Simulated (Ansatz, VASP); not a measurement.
**Zr in VASP and in Ansatz**

```xyz
2
Lattice="0.0000 2.2833 2.2833 2.2833 0.0000 2.2833 2.2833 2.2833 0.0000" Properties=species:S:1:pos:R:3 pbc="T T T"
Zr   -0.5708   -0.5708   -0.5708
Zr    0.5708    0.5708    0.5708
```

Change from the starting cell: volume scaled by 0.43, PAW files.

Alike in both runs: task single point; functional LDA; k mesh 12 × 12 × 12; occupations fermi-dirac, width 0.08 eV; no spin polarisation.

```csv
,VASP,Ansatz
version,VASP 6.6.1,Ansatz 0.2.0
potentials or method,"VASP PAW LDA potentials, release 64 (Zr_sv)","PAW with Ansatz's default frozen-core files, scalar-relativistic"
plane-wave cutoff (eV),520,420
valence electrons in the cell,24,24
```

```csv
,VASP,Ansatz,Ansatz less VASP
pressure (GPa),295.3,286.9,-8.39
```

LDA's correlation is that of Perdew and Zunger in VASP and of Perdew and Wang (1992) in Ansatz. Both programs put the cell under a high pressure, so it lies far from rest at this level.

Noted on VASP's run: the cell as given lies far from equilibrium.
